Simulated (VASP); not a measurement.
# Al (P6/mmm) in VASP: notebook

Runs on Al. Level: PBE+D3(BJ). Tasks: single point, relaxation of cell and atoms.

Everything below comes from runs of VASP 6.6.1. Logs are shortened: lines on timing, memory, paths and dates and some standing lists are left out, and cuts for length are marked.

### Step 1. The cell of the first run

The structure is hexagonal, space group P6/mmm (No. 191). Conventional cell: a = 4.492 Å, b = 4.492 Å, c = 2.723 Å, α = 90.00°, β = 90.00°, γ = 120.00°. Within 3.4 Å of Al (site symmetry -6m2) lie 5 Al at 2.59 to 2.72 Å.

### Step 2. Single point, PBE+D3(BJ)

INCAR reads:

```
PREC = Accurate
ENCUT = 520
EDIFF = 1E-6
ISMEAR = 0
SIGMA = 0.1
LREAL = False
LASPH = True
NELM = 80
ALGO = Fast
ISIF = 2
LWAVE = False
LCHARG = False
GGA = PE
IVDW = 12
NBANDS = 10
```

KPOINTS reads:

```
Automatic mesh
0
Gamma
  12 12 20
```

POSCAR reads:

```
Al
1.0
    4.4915966130      0.0000000000      0.0000000000
   -2.2457983065      3.8898367704      0.0000000000
    0.0000000000      0.0000000000      2.7226040572
Al
2
Direct
    0.3333333333      0.6666666667      0.0000000000
    0.6666666667      0.3333333333      0.0000000000
```

Potentials or basis: VASP PAW PBE potentials, release 64 (Al).

Run with:

```console
$ cat potpaw_PBE.64/Al/POTCAR > POTCAR
$ mpirun -np 1 vasp_std > vasp.out
```

OUTCAR:

```text
PREC = Accurate
   ENCUT = 520
   EDIFF = 1E-6
   ISMEAR = 0
   LREAL = False
   LASPH = True
   NELM = 80
   ISIF = 2
   GGA = PE
   IVDW = 12
 IVDW          = 12

 ion  position               nearest neighbor table
   1  0.333  0.667  0.000-   2 2.59   2 2.59   2 2.59
   2  0.667  0.333  0.000-   1 2.59   1 2.59   1 2.59

  LATTYP: Found a hexagonal cell.
 ALAT       =     4.4915966130
 C/A-ratio  =     0.6061550695

  Lattice vectors:

 A1 = (   4.4915966130,   0.0000000000,   0.0000000000)
 A2 = (  -2.2457983065,   3.8898367704,   0.0000000000)
 A3 = (   0.0000000000,   0.0000000000,   2.7226040572)

Analysis of symmetry for initial positions (statically):
=====================================================================
 Subroutine PRICEL returns:
 Original cell was already a primitive cell.

 Routine SETGRP: Setting up the symmetry group for a
 hexagonal supercell.

 Subroutine GETGRP returns: Found 24 space group operations
 (whereof 24 operations were pure point group operations)
 out of a pool of 24 trial point group operations.

The static configuration has the point symmetry D_6h.

Analysis of symmetry for dynamics (positions and initial velocities):
=====================================================================
 Subroutine PRICEL returns:
 Original cell was already a primitive cell.

 Routine SETGRP: Setting up the symmetry group for a
 hexagonal supercell.

 Subroutine GETGRP returns: Found 24 space group operations
 (whereof 24 operations were pure point group operations)
 out of a pool of 24 trial point group operations.

The dynamic configuration has the point symmetry D_6h.

 Subroutine INISYM returns: Found 24 space group operations
 (whereof 24 operations are pure point group operations),
 and found     1 'primitive' translations

----------------------------------------------------------------------------------------

                                     Primitive cell

  volume of cell :      47.5682

  direct lattice vectors                    reciprocal lattice vectors
     4.491596613  0.000000000  0.000000000     0.222637981  0.128540098  0.000000000
    -2.245798306  3.889836770  0.000000000     0.000000000  0.257080196  0.000000000
     0.000000000  0.000000000  2.722604057     0.000000000  0.000000000  0.367295420

  length of vectors
     4.491596613  4.491596613  2.722604057     0.257080196  0.257080196  0.367295420

  position of ions in fractional coordinates (direct lattice)
     0.333333333  0.666666667  0.000000000
     0.666666667  0.333333333  0.000000000

  ion indices of the primitive-cell ions
   primitive index   ion index
                 1           1
                 2           2

----------------------------------------------------------------------------------------

 KPOINTS: Automatic mesh

Automatic generation of k-mesh.
 Grid dimensions read from file:
 generate k-points for:   12   12   20

 Generating k-lattice:

  Cartesian coordinates                     Fractional coordinates (reciprocal lattice)
     0.018553165  0.010711675  0.000000000     0.083333333  0.000000000  0.000000000
     0.000000000  0.021423350  0.000000000     0.000000000  0.083333333  0.000000000
     0.000000000  0.000000000  0.018364771     0.000000000  0.000000000  0.050000000

  Length of vectors
     0.021423350  0.021423350  0.018364771

  Shift w.r.t. Gamma in fractional coordinates (k-lattice)
     0.000000000  0.000000000  0.000000000

 Subroutine IBZKPT returns following result:
 ===========================================

 Found    209 irreducible k-points:

 Following reciprocal coordinates:
            Coordinates               Weight
  0.000000  0.000000  0.000000      1.000000
  0.083333  0.000000  0.000000      6.000000
  0.166667  0.000000  0.000000      6.000000
  0.250000 -0.000000  0.000000      6.000000
  0.333333  0.000000  0.000000      6.000000
  0.416667 -0.000000  0.000000      6.000000
[... 16 lines left out ...]
  0.250000 -0.000000  0.050000     12.000000
  0.333333  0.000000  0.050000     12.000000
 [... further k-points ...]
   k-points           NKPTS =    209   k-points in BZ     NKDIM =    209   number of bands    NBANDS=     10
   number of dos      NEDOS =    301   number of ions     NIONS =      2
   total plane-waves  NPLWV =  25920
   dimension x,y,z NGX =    36 NGY =   36 NGZ =   20
   dimension x,y,z NGXF=    72 NGYF=   72 NGZF=   40
   ions per type =               2
   NGX,Y,Z   is equivalent  to a cutoff of  13.32, 13.32, 12.21 a.u.
   NGXF,Y,Z  is equivalent  to a cutoff of  26.65, 26.65, 24.42 a.u.
 SYSTEM =  unknown system
   PREC   = accura    normal or accurate (medium, high low for compatibility)
   ISTART =      0    job   : 0-new  1-cont  2-samecut
   ICHARG =      2    charge: 1-file 2-atom 10-const
   ISPIN  =      1    spin polarized calculation?
   LNONCOLLINEAR =      F non collinear calculations
   LSORBIT =      F    spin-orbit coupling
   LASPH  =      T    aspherical Exc in radial PAW
   ENCUT  =  520.0 eV  38.22 Ry    6.18 a.u.   8.35  8.35  5.06*2*pi/ulx,y,z
   NELM   =     80;   NELMIN=  2; NELMDL= -5     # of ELM steps
   EDIFF  = 0.1E-05   stopping-criterion for ELM
   LREAL  =      F    real-space projection
   EDIFFG = 0.1E-04   stopping-criterion for IOM
   NSW    =      0    number of steps for IOM
   IBRION =     -1    ionic relax: 0-MD 1-quasi-New 2-CG
   NFREE  =      0    steps in history (QN), initial steepest desc. (CG)
   ISIF   =      2    stress and relaxation
   ISYM   =      2    0-nonsym 1-usesym 2-fastsym
   POTIM  = 0.5000    time-step for ionic-motion
   TEBEG  =    0.0;   TEEND  =   0.0 temperature during run
   PSTRESS=    0.0 pullay stress
   NELECT =       6.0000    total number of electrons
   NUPDOWN=      -1.0000    fix difference up-down
   EMIN   =  10.00;   EMAX   =-10.00  energy-range for DOS
   EFERMI =   0.00;   METHOD = LEGACY
   ISMEAR =     0;   SIGMA  =   0.10  broadening in eV -4-tet -1-fermi 0-gaus
   EFERMI_NEDOS =   21; number of points for ismear=-14 and -15
   IALGO  =     68    algorithm
   IMIX   =      4    mixing-type and parameters
     AMIX     =   0.40;   BMIX     =  1.00
     AMIX_MAG =   1.60;   BMIX_MAG =  1.00
  volume/ion in A,a.u.               =      23.78       160.50
  Fermi-wavevector in a.u.,A,eV,Ry     =   0.821019  1.551500  9.171302  0.674072
  Thomas-Fermi vector in A             =   1.932104
   LORBIT       =      0    0 simple, 1 ext, 2 COOP (PROOUT), +10 PAW based schemes
   GGA     = PE    functional components
   LHFCALC =     F    Hartree Fock is set to
   AEXX    =    0.0000 exact exchange contribution
   IVDW    =    12    specifies the selected vdW correction
   LEPSILON=     F    determine dielectric tensor
   LRPA    =     F    only Hartree local field effects (RPA)
 non-spin polarized calculation
 RMM-DIIS sequential band-by-band and
 Gauss-broadening in eV      SIGMA  =   0.10
  energy-cutoff  :      520.00
  volume of cell :       47.57
 maximum number of plane-waves:      1301
 NGX is ok and might be reduce to    36
   NGX = 17   NGY = 17   NGZ = 11

 number of electron       6.0000000 magnetization

 Free energy of the ion-electron system (eV)
  ---------------------------------------------------
  ext. energy  EPLUGINS =         0.00000000
  ---------------------------------------------------
  free energy    TOTEN  =        -6.49256989 eV

  energy without entropy =       -6.48917555  energy(sigma->0) =       -6.49087272

 E-fermi :   4.2269     XC(G=0):  -8.5959

 val. band max:        4.2242653984   @ k =   0.2500  -0.0000   0.3000
 cond. band min:       4.2403892630   @ k =   0.3333   0.0000   0.3500
 fundamental gap:      0.0161238646
 Fermi energy:         4.2268896902

 k-point     1 :       0.0000    0.0000    0.0000
  band No.  band energies     occupation
      1      -4.7460      2.00000
      2       3.3307      2.00000
      3       3.3307      2.00000
      4       3.7909      2.00000
      5       6.4305      0.00000
      6       6.4305      0.00000
      7       9.7236      0.00000
      8      13.7663      0.00000
      9      14.2790      0.00000
     10      20.3598      0.00000

 k-point     2 :       0.0833    0.0000    0.0000
  band No.  band energies     occupation
      1      -4.6856      2.00000
      2       2.4301      2.00000
      3       3.2121      2.00000
      4       4.5834      0.00000
      5       6.3820      0.00000
      6       6.6740      0.00000
      7      10.1040      0.00000
      8      13.8159      0.00000
      9      14.2977      0.00000
     10      19.6672      0.00000

 k-point     3 :       0.1667    0.0000    0.0000
  band No.  band energies     occupation
      1      -4.5058      2.00000
      2       1.3523      2.00000
      3       2.9441      2.00000
      4       5.0064      0.00000
      5       6.7480      0.00000
      6       7.3166      0.00000
      7      11.0523      0.00000
      8      13.9635      0.00000
      9      14.3324      0.00000
     10      18.8033      0.00000

 k-point     4 :       0.2500   -0.0000    0.0000
  band No.  band energies     occupation
      1      -4.2119      2.00000
      2       0.3287      2.00000
      3       2.6573      2.00000
      4       4.8253      0.00000
      5       7.7654      0.00000
      6       8.2269      0.00000
      7      12.2720      0.00000
      8      14.2039      0.00000
      9      14.3202      0.00000
     10      16.9708      0.00000
[... 222 lines left out ...]
 k-point    22 :       0.1667    0.0000    0.0500
  band No.  band energies     occupation
      1      -4.4564      2.00000
      2       1.3993      2.00000
      3       2.9884      2.00000
      4       5.0509      0.00000
      5       6.7900      0.00000
      6       7.3621      0.00000
      7      10.9377      0.00000
      8      12.7715      0.00000
      9      15.6919      0.00000
     10      17.9666      0.00000

 k-point    23 :       0.2500   -0.0000    0.0500
  band No.  band energies     occupation
      1      -4.1626      2.00000
      2       0.3763      2.00000
      3       2.7018      2.00000
      4       4.8708      0.00000
      5       7.8009      0.00000
      6       8.2721      0.00000
      7      11.8877      0.00000
      8      13.3205      0.00000
      9      15.5386      0.00000
     10      17.0165      0.00000

 k-point    24 :       0.3333    0.0000    0.0500
  band No.  band energies     occupation
      1      -3.7695      2.00000
      2      -0.5511      2.00000
      3       2.4684      2.00000
      4       4.6098      0.00000
      5       9.0084      0.00000
      6       9.3756      0.00000
      7      12.4042      0.00000
      8      14.4349      0.00000
      9      15.0776      0.00000
     10      15.2485      0.00000

 [... further k-points ...]

------------------------ aborting loop because EDIFF is reached ----------------------------------------

 Edisp (eV)   -0.46009

 E8    (eV) :    -0.2057

  FORCE on cell =-STRESS in cart. coord.  units (eV):
  Direction    XX          YY          ZZ          XY          YZ          ZX
  --------------------------------------------------------------------------------------
  -------------------------------------------------------------------------------------
  Total      -0.00933    -0.00933    -0.00716     0.00000     0.00000    -0.00000
  in kB      -0.31414    -0.31414    -0.24108     0.00000     0.00000    -0.00000
  external pressure =       -0.29 kB  Pullay stress =        0.00 kB

 VOLUME and BASIS-vectors are now :
 -----------------------------------------------------------------------------
  energy-cutoff  :      520.00
  volume of cell :       47.57
      direct lattice vectors                 reciprocal lattice vectors
     4.491596613  0.000000000  0.000000000     0.222637981  0.128540098  0.000000000
    -2.245798306  3.889836770  0.000000000     0.000000000  0.257080196  0.000000000
     0.000000000  0.000000000  2.722604057     0.000000000  0.000000000  0.367295420

 POSITION                                       TOTAL-FORCE (eV/Angst)
 -----------------------------------------------------------------------------------
     -0.00000      2.59322      0.00000         0.000000      0.000000     -0.000000
      2.24580      1.29661      0.00000        -0.000000      0.000000      0.000000
 -----------------------------------------------------------------------------------
    total drift:                                0.000000     -0.000000     -0.000000

  FREE ENERGIE OF THE ION-ELECTRON SYSTEM (eV)
  ---------------------------------------------------
  free  energy   TOTEN  =        -6.9526560663 eV

  energy  without entropy=       -6.9492617229  energy(sigma->0) =       -6.95095889
```

Run time: 40 s. Hardware: 1 thread of AMD EPYC 9R45 (Zen 5), shared host; peak memory 0.19 GiB.

What came out:

* Free energy: -6.9527 eV
* Pressure: 0.0 GPa
* Band gap on the k mesh: zero (band 3 reaches 6.66 eV, above the bottom of band 4 at 2.71 eV)
* Dispersion energy per atom: -0.230 eV

Caveat: pairwise dispersion overbinds metals, which lowers pressure and volume.

[end of part 1 of 2]
